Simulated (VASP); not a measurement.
# Ag (P6_3/mmc) in VASP: a series of runs, part 3 of 3

VASP 6.6.1. The steps go on from the part before.

### 5 Single point, BLYP (18.53 Å³/atom)

This run uses another cell than the first one, of 18.53 Å³/atom.

INCAR reads:

```
SYSTEM = Ag
PREC = Accurate
ENCUT = 520
EDIFF = 1E-6
ISMEAR = -1
SIGMA = 0.1
LREAL = .FALSE.
LASPH = .TRUE.
NELM = 80
ALGO = Normal
ISIF = 2
LWAVE = .FALSE.
LCHARG = .FALSE.
GGA = B5
ALDAX = 1.0
AGGAX = 1.0
AGGAC = 1.0
ALDAC = 0.0
NBANDS = 30
```

KPOINTS reads:

```
regular mesh
0
G
  14 14 4
  0 0 0
```

POSCAR reads:

```
Ag
1.0
    2.9600325396      0.0000000000      0.0000000000
   -1.4800162698      2.5634633754      0.0000000000
    0.0000000000      0.0000000000      9.7679404062
Ag
4
Direct
    0.3333333333      0.6666666667      0.2500000000
    0.6666666667      0.3333333333      0.7500000000
    0.0000000000      1.0000000000      1.0000000000
    0.0000000000      1.0000000000      0.5000000000
```

Potentials or basis: VASP PAW PBE potentials, release 64 (Ag).

Command:

```sh
$ cat potpaw_PBE.64/Ag/POTCAR > POTCAR
$ mpirun -np 1 vasp_std > vasp.out
```

OUTCAR:

```text
SYSTEM = Ag
   PREC = Accurate
   ENCUT = 520
   EDIFF = 1E-6
   ISMEAR = -1
   LREAL = .FALSE.
   LASPH = .TRUE.
   NELM = 80
   ISIF = 2
   GGA = B5

 ion  position               nearest neighbor table
   1  0.333  0.667  0.250-   3 2.98   4 2.98   3 2.98   4 2.98   3 2.98   4 2.98
   2  0.667  0.333  0.750-   3 2.98   4 2.98   3 2.98   4 2.98   3 2.98   4 2.98
   3  0.000  0.000  0.000-   1 2.98   2 2.98   2 2.98   1 2.98   2 2.98   1 2.98
   4  0.000  0.000  0.500-   1 2.98   2 2.98   2 2.98   1 2.98   2 2.98   1 2.98

  LATTYP: Found a hexagonal cell.
 ALAT       =     2.9600325396
 C/A-ratio  =     3.2999435903

  Lattice vectors:

 A1 = (   2.9600325396,   0.0000000000,   0.0000000000)
 A2 = (  -1.4800162698,   2.5634633754,   0.0000000000)
 A3 = (   0.0000000000,   0.0000000000,   9.7679404062)

Analysis of symmetry for initial positions (statically):
=====================================================================
 Subroutine PRICEL returns:
 Original cell was already a primitive cell.

 Routine SETGRP: Setting up the symmetry group for a
 hexagonal supercell.

 Subroutine GETGRP returns: Found 24 space group operations
 (whereof 12 operations were pure point group operations)
 out of a pool of 24 trial point group operations.

The static configuration has the point symmetry D_3d.
 The point group associated with its full space group is D_6h.

Analysis of symmetry for dynamics (positions and initial velocities):
=====================================================================
 Subroutine PRICEL returns:
 Original cell was already a primitive cell.

 Routine SETGRP: Setting up the symmetry group for a
 hexagonal supercell.

 Subroutine GETGRP returns: Found 24 space group operations
 (whereof 12 operations were pure point group operations)
 out of a pool of 24 trial point group operations.

The dynamic configuration has the point symmetry D_3d.
 The point group associated with its full space group is D_6h.

 Subroutine INISYM returns: Found 24 space group operations
[... 121 lines left out ...]
     AMIX_MAG =   1.60;   BMIX_MAG =  1.00
  volume/ion in A,a.u.               =      18.53       125.04
  Fermi-wavevector in a.u.,A,eV,Ry     =   1.375889  2.600054 25.756803  1.893072
  Thomas-Fermi vector in A             =   2.501184
   LORBIT       =      0    0 simple, 1 ext, 2 COOP (PROOUT), +10 PAW based schemes
   GGA     = B5    functional components
   LHFCALC =     F    Hartree Fock is set to
   AEXX    =    0.0000 exact exchange contribution
   IVDW    =     0    specifies the selected vdW correction
   LEPSILON=     F    determine dielectric tensor
   LRPA    =     F    only Hartree local field effects (RPA)
 non-spin polarized calculation
  energy-cutoff  :      520.00
  volume of cell :       74.12
 maximum number of plane-waves:      2040
 NGX is ok and might be reduce to    24
   NGX = 11   NGY = 11   NGZ = 37

 number of electron      44.0000008 magnetization

 Free energy of the ion-electron system (eV)
  ---------------------------------------------------
  ext. energy  EPLUGINS =         0.00000000
  ---------------------------------------------------
  free energy    TOTEN  =        -8.35351213 eV

  energy without entropy =       -8.31603957  energy(sigma->0) =       -8.33477585

 E-fermi :   7.8657     XC(G=0): -11.1535

 val. band max:        7.8654149180   @ k =   0.1429   0.1429   0.5000
 cond. band min:       7.9565667123   @ k =   0.5000   0.0000   0.0000
 fundamental gap:      0.0911517943
 Fermi energy:         7.8657008276

 k-point     1 :       0.0000    0.0000    0.0000
  band No.  band energies     occupation
      1       0.7139      2.00000
      2       1.8696      2.00000
      3       1.9211      2.00000
      4       1.9221      2.00000
      5       3.1829      2.00000
      6       3.2221      2.00000
[... 781 lines left out ...]
     29      14.0793      0.00000
     30      16.5063      0.00000

 [... further k-points ...]

------------------------ aborting loop because EDIFF is reached ----------------------------------------

  FORCE on cell =-STRESS in cart. coord.  units (eV):
  Direction    XX          YY          ZZ          XY          YZ          ZX
  --------------------------------------------------------------------------------------
  -------------------------------------------------------------------------------------
  Total        1.7027109      1.7027109      1.2776048      0.0000000      0.0000000      0.0000000
  in kB       36.8065307     36.8065307     27.6172554      0.0000000      0.0000000      0.0000000
  external PRESSURE =      33.7434389 kB  Pullay stress =       0.0000000 kB

 VOLUME and BASIS-vectors are now :
 -----------------------------------------------------------------------------
  energy-cutoff  :      520.00
  volume of cell :       74.12
      direct lattice vectors                 reciprocal lattice vectors
     2.960032540  0.000000000  0.000000000     0.337834124  0.195048622  0.000000000
    -1.480016270  2.563463375  0.000000000     0.000000000  0.390097245  0.000000000
     0.000000000  0.000000000  9.767940406     0.000000000  0.000000000  0.102375727

 POSITION                                       TOTAL-FORCE (eV/Angst)
 -----------------------------------------------------------------------------------
     -0.00000      1.70898      2.44199         0.000000     -0.000000      0.000000
      1.48002      0.85449      7.32596        -0.000000      0.000000      0.000000
      0.00000      0.00000      0.00000        -0.000000      0.000000     -0.000000
      0.00000      0.00000      4.88397        -0.000000      0.000000     -0.000000
 -----------------------------------------------------------------------------------
    total drift:                               -0.000000      0.000000     -0.000000

  FREE ENERGIE OF THE ION-ELECTRON SYSTEM (eV)
  ---------------------------------------------------
  free  energy   TOTEN  =        -8.3535121258 eV

  energy  without entropy=       -8.3160395749  energy(sigma->0) =       -8.33477585
```

OSZICAR:

```text
N       E                     dE             d eps       ncg     rms          rms(c)
DAV:   1     0.295527955549E+03    0.29553E+03   -0.22556E+04  4328   0.144E+03
DAV:   2    -0.284941729246E+01   -0.29838E+03   -0.28192E+03  4428   0.328E+02
DAV:   3    -0.929059434696E+01   -0.64412E+01   -0.64029E+01  4990   0.548E+01
DAV:   4    -0.932249304777E+01   -0.31899E-01   -0.31892E-01  4674   0.370E+00
DAV:   5    -0.932284843588E+01   -0.35539E-03   -0.35538E-03  4982   0.425E-01    0.822E+00
DAV:   6    -0.838832368717E+01    0.93452E+00   -0.30314E+00  4608   0.140E+01    0.507E+00
DAV:   7    -0.836459173705E+01    0.23732E-01   -0.33560E-02  4758   0.118E+00    0.296E+00
DAV:   8    -0.835346116333E+01    0.11131E-01   -0.20010E-03  4812   0.356E-01    0.106E-01
DAV:   9    -0.835348608485E+01   -0.24922E-04   -0.63582E-05  4908   0.697E-02    0.175E-02
DAV:  10    -0.835350800315E+01   -0.21918E-04   -0.12837E-05  4764   0.307E-02    0.108E-02
DAV:  11    -0.835351229279E+01   -0.42896E-05   -0.32647E-06  4440   0.150E-02    0.106E-03
DAV:  12    -0.835351212577E+01    0.16702E-06   -0.66763E-08  2556   0.204E-03
   1 F= -.83535121E+01 E0= -.83347759E+01  d E =-.374726E-01
```

stdout:

```text
POSCAR found type information on POSCAR Ag
 POSCAR found :  1 types and       4 ions
 scaLAPACK will be used
 -----------------------------------------------------------------------------
|                                                                             |
|                                                                             |
|     You enforced a specific xc type in the INCAR file but a different       |
|     I HOPE YOU KNOW WHAT YOU ARE DOING!                                     |
|                                                                             |
 -----------------------------------------------------------------------------

 LDA part: xc-table for (Slater(with rela. corr.)+VWN5), standard interpolation
 POSCAR, INCAR and KPOINTS ok, starting setup
 FFT: planning ... GRIDC
 FFT: planning ... GRID_SOFT
 FFT: planning ... GRID
 WAVECAR not read
 entering main loop
```

Wall time 1.8 min (1 thread of AMD EPYC 9R45 (Zen 5), shared host); peak memory 0.24 GiB.

Results:

- Free energy: -8.3535 eV
- Pressure: 3.4 GPa
- Band gap on the k mesh: zero (bands 22 and 23 overlap by 5.90 eV)

Stress tensor (GPa, compression positive):
```
3.68 0.00 0.00
0.00 3.68 0.00
0.00 0.00 2.76
```

Levels at points of the mesh, in eV from the Fermi level:
```csv
k point,band 18,band 19,band 20,band 21,band 22,band 23,band 24,band 25,band 26,band 27
"(0.00, 0.00, 0.00)",-3.62,-3.62,-3.45,-3.45,-3.11,-3.11,-0.12,2.93,10.34,10.35
"(0.50, 0.00, 0.00)",-2.93,-2.92,-2.91,0.09,0.96,0.97,1.49,3.82,3.91,6.83
"(0.00, 0.00, 0.50)",-3.78,-3.25,-3.25,-3.25,-3.25,-2.25,-2.25,5.83,5.83,14.83
"(0.50, 0.00, 0.50)",-3.02,-2.93,-2.93,0.40,0.40,1.36,1.36,4.34,4.34,5.85
```

Caveat: the cell stands under pressure; the PAW data sets were made with another functional, which shifts forces and pressure a little.

### 6 Single point, BLYP (19.30 Å³/atom)

INCAR reads:

```
SYSTEM = Ag
  PREC = Accurate
  ENCUT = 520
  EDIFF = 1E-7
  ISMEAR = -1
  SIGMA = 0.1
  LREAL = .False.
  LASPH = .True.
  NELM = 80
  ALGO = Normal
  ISIF = 2
  LWAVE = .False.
  LCHARG = .False.
  GGA = B5
  ALDAX = 1.0
  AGGAX = 1.0
  AGGAC = 1.0
  ALDAC = 0.0
  NBANDS = 30
```

KPOINTS reads:

```
regular mesh
0
Gamma
  14 14 4
  0 0 0
```

POSCAR reads:

```
Ag
1.0
    3.0005859699      0.0000000000      0.0000000000
   -1.5002929850      2.5985836762      0.0000000000
    0.0000000000      0.0000000000      9.9017644385
Ag
4
Direct
    0.3333333333      0.6666666667      0.2500000000
    0.6666666667      0.3333333333      0.7500000000
    0.0000000000      1.0000000000      1.0000000000
    0.0000000000      1.0000000000      0.5000000000
```

Potentials or basis: VASP PAW PBE potentials, release 64 (Ag).

Command:

```sh
$ cat potpaw_PBE.64/Ag/POTCAR > POTCAR
$ mpirun -np 1 vasp_std > vasp.out
```

Wall time 2 min (1 thread of AMD EPYC 9R45 (Zen 5), shared host); peak memory 0.24 GiB.

It converged, with:

| Quantity | Value |
| --- | --- |
| Free energy | -8.3881 eV |
| Pressure | 0.2 GPa |
| Band gap on the k mesh | zero (bands 22 and 23 overlap by 5.80 eV) |

Stress tensor (GPa, compression positive):
```
 0.43  0.00  0.00
 0.00  0.43  0.00
 0.00  0.00 -0.30
```

Levels at points of the mesh, in eV from the Fermi level:
```csv
k point,band 19,band 20,band 21,band 22,band 23,band 24,band 25,band 26
"(0.00, 0.00, 0.00)",-3.57,-3.41,-3.41,-3.09,-3.09,-0.02,2.72,10.04
"(0.50, 0.00, 0.00)",-2.92,-2.91,0.16,0.92,1.01,1.45,3.61,3.71
"(0.00, 0.00, 0.50)",-3.22,-3.22,-3.22,-3.22,-2.15,-2.15,5.62,5.62
"(0.50, 0.00, 0.50)",-2.93,-2.93,0.44,0.44,1.31,1.31,4.17,4.17
```

Caveat: the PAW data sets were made with another functional, which shifts forces and pressure a little.

### 7 Single point, BLYP (20.07 Å³/atom)

This run uses another cell than the first one, of 20.07 Å³/atom.

INCAR reads:

```
AGGAC    = 1.0          
AGGAX    = 1.0          
ALDAC    = 0.0          
ALDAX    = 1.0          
ALGO     = Normal         # electronic algorithm
EDIFF    = 1E-6           # SCF threshold, eV
ENCUT    = 520            # plane-wave cutoff, eV
GGA      = B5             # functional
ISIF     = 2              # what is computed and relaxed
ISMEAR   = -1             # smearing method
LASPH    = True           # aspherical terms in the spheres
LCHARG   = False          # write CHGCAR
LREAL    = False          # projectors in reciprocal space
LWAVE    = False          # write WAVECAR
NBANDS   = 30             # bands
NELM     = 60             # most SCF steps
PREC     = Accurate       # precision mode
SIGMA    = 0.1            # smearing width, eV
```

KPOINTS reads:

```
k-points
0
Gamma
  14 14 4
```

POSCAR reads:

```
Ag
1.0
    3.0400718924      0.0000000000      0.0000000000
   -1.5200359462      2.6327794881      0.0000000000
    0.0000000000      0.0000000000     10.0320657553
Ag
4
Direct
    0.3333333333      0.6666666667      0.2500000000
    0.6666666667      0.3333333333      0.7500000000
    0.0000000000      1.0000000000      1.0000000000
    0.0000000000      1.0000000000      0.5000000000
```

Command:

```sh
$ cat potpaw_PBE.64/Ag/POTCAR > POTCAR
$ mpirun -np 1 vasp_std > vasp.out
```

Run time: 1.8 min. Hardware: 1 thread of AMD EPYC 9R45 (Zen 5), shared host; peak memory 0.24 GiB.

The run converged. Its results:

| Property | Result |
| --- | --- |
| Free energy | -8.3689 eV |
| Pressure | -2.3 GPa |
| Band gap on the k mesh | zero (bands 22 and 23 overlap by 5.70 eV) |

Stress tensor (GPa, compression positive):
```
-2.06  0.00  0.00
 0.00 -2.06  0.00
 0.00  0.00 -2.63
```

Levels at points of the mesh, in eV from the Fermi level:
| k point | band 20 | band 21 | band 22 | band 23 | band 24 | band 25 |
| --- | --- | --- | --- | --- | --- | --- |
| (0.00, 0.00, 0.00) | -3.38 | -3.38 | -3.08 | -3.08 | 0.07 | 2.54 |
| (0.50, 0.00, 0.00) | -2.91 | 0.21 | 0.87 | 1.06 | 1.41 | 3.41 |
| (0.00, 0.00, 0.50) | -3.20 | -3.20 | -3.20 | -2.06 | -2.06 | 5.42 |
| (0.50, 0.00, 0.50) | -2.93 | 0.47 | 0.47 | 1.27 | 1.27 | 4.02 |

Caveat: the PAW data sets were made with another functional, which shifts forces and pressure a little.

### 8 Summary

```csv
cell,k mesh,gap on the mesh (eV),pressure (GPa)
"a = 3.001, b = 3.001, c = 9.902 Å, angles 90.0, 90.0, 120.0°, 4 atoms",13 × 13 × 3,none,0.1
"a = 2.875, b = 2.875, c = 9.489 Å, angles 90.0, 90.0, 120.0°, 4 atoms",14 × 14 × 4,none,13.0
"a = 2.918, b = 2.918, c = 9.630 Å, angles 90.0, 90.0, 120.0°, 4 atoms",14 × 14 × 4,none,7.6
"a = 2.960, b = 2.960, c = 9.768 Å, angles 90.0, 90.0, 120.0°, 4 atoms",14 × 14 × 4,none,3.4
"a = 3.001, b = 3.001, c = 9.902 Å, angles 90.0, 90.0, 120.0°, 4 atoms",14 × 14 × 4,none,0.2
"a = 3.040, b = 3.040, c = 10.032 Å, angles 90.0, 90.0, 120.0°, 4 atoms",14 × 14 × 4,none,-2.3
```

Alike in all rows: task single point; level BLYP; potentials or basis VASP PAW PBE potentials, release 64 (Ag); no spin polarisation; cutoff (eV) 520; smearing fermi-dirac 0.1 eV.

Caveats: the PAW data sets were made with another functional, which shifts forces and pressure a little; the cell stands under pressure (at least some runs).

Total energies depend on the potentials used, so only differences within one code and one set of settings carry meaning.
